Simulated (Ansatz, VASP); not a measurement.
# C2S3: VASP beside Ansatz

```
C S
1.0
     6.35852    0.00000    0.27536
     0.00000    7.31947    0.00000
    -3.39363    0.00000   10.71824
C S
8 12
Direct
  0.43882 0.00446 0.04188
  0.56118 0.50446 0.45812
  0.56118 0.99554 0.95812
  0.43882 0.49554 0.54188
  0.29469 0.26676 0.88634
  0.70531 0.76676 0.61366
  0.70531 0.73324 0.11366
  0.29469 0.23324 0.38634
  0.24194 0.17481 0.01964
  0.75806 0.67481 0.48036
  0.75806 0.82519 0.98036
  0.24194 0.32519 0.51964
  0.50383 0.15579 0.84000
  0.49617 0.65579 0.66000
  0.49617 0.84421 0.16000
  0.50383 0.34421 0.34000
  0.15812 0.44193 0.81098
  0.84188 0.94193 0.68902
  0.84188 0.55807 0.18902
  0.15812 0.05807 0.31098
```

Alike in both runs: functional PBE; k mesh 4 × 4 × 2; occupations fermi-dirac, width 0.02 eV; no spin polarisation.

Ansatz relaxed the structure, and its values are those at the end. VASP's run is a single point on that final structure, the one shown.

```csv
,VASP,Ansatz
version,VASP 6.6.1,Ansatz 0.2.0
potentials or method,"VASP PAW PBE potentials, release 64 (C, S), cutoff 520 eV",PAW plane waves
valence electrons in the cell,104,104
```

```csv
,VASP,Ansatz,Ansatz less VASP
gap on the k mesh at the Fermi level (eV),1.90,1.89,-0.007
pressure (GPa),-0.4,0.0,+0.40
rms of the force components (eV/Å),0.070,0.004,-0.0662
```
